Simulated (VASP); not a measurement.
A run of VASP 6.6.1 is set up as follows.

POSCAR

```
C
1.0
    1.7801407966      1.7801407966      0.0000000000
   -1.7801407966      1.7801407966      0.0000000000
    0.0000000000      1.7801407966      1.7801407966
C
2
Direct
    0.5000000000      0.5000000000      0.0000000000
    0.7500000000      0.2500000000      0.5000000000
```

INCAR.step1

```
SYSTEM = C
  PREC = Accurate
  ENCUT = 600
  ISMEAR = 0
  SIGMA = 0.01
  LREAL = .FALSE.
  LASPH = .TRUE.
  NELM = 100
  GGA = PE
  ALGO = Normal
  EDIFF = 1E-4
  LWAVE = .TRUE.
  LCHARG = .FALSE.
```

INCAR.step2

```
SYSTEM = C
  PREC = Accurate
  ENCUT = 600
  EDIFF = 1E-6
  ISMEAR = 0
  SIGMA = 0.01
  LREAL = .FALSE.
  LASPH = .TRUE.
  NELM = 100
  ALGO = Normal
  ISIF = 3
  LWAVE = .FALSE.
  LCHARG = .FALSE.
  METAGGA = R2SCAN
  LMIXTAU = .TRUE.
  IBRION = 2
  NSW = 100
  EDIFFG = -0.002
  PSTRESS = 100.0
  ISTART = 1
```

File KPOINTS:

```
regular mesh
0
G
  12 12 12
  0 0 0
```

Potentials or basis: VASP PAW PBE potentials, release 64 (C).

Command:

```sh
$ cat potpaw_PBE.64/C/POTCAR > POTCAR
$ cp INCAR.step1 INCAR
$ mpirun -np 1 vasp_std > vasp.out
$ cp INCAR.step2 INCAR
$ mpirun -np 1 vasp_std > vasp.out
```

**Question.** Estimate the relaxed volume.

**Answer.** 5.53 Å³/atom.

**Question.** What does it give for the space group after relaxing (to 0.05 Å)?

**Answer.** Fd-3m (No. 227).

**Question.** What does it give for the relaxed cell?

**Answer.** a = 2.500 Å, b = 2.500 Å, c = 2.500 Å, α = 60.00°, β = 60.00°, γ = 90.00°.

**Question.** Estimate the band gap on the k mesh.

**Answer.** 4.40 eV, indirect (least direct gap 5.91 eV).

Step by step:
```tsv
step	energy change (eV)	largest force (eV/Å)	pressure (GPa)	volume (Å³)
1	0.0000	0.0000	0.35	11.28
2	0.0412	0.0000	24.78	10.74
3	0.0072	0.0000	9.95	11.05
```

Caveat: the cell is relaxed towards a set pressure, so the enthalpy falls and the energy may rise; the PAW data sets were made with another functional, which shifts forces and pressure a little. r2SCAN opens gaps a little over a GGA but as a rule still falls short of measured ones.
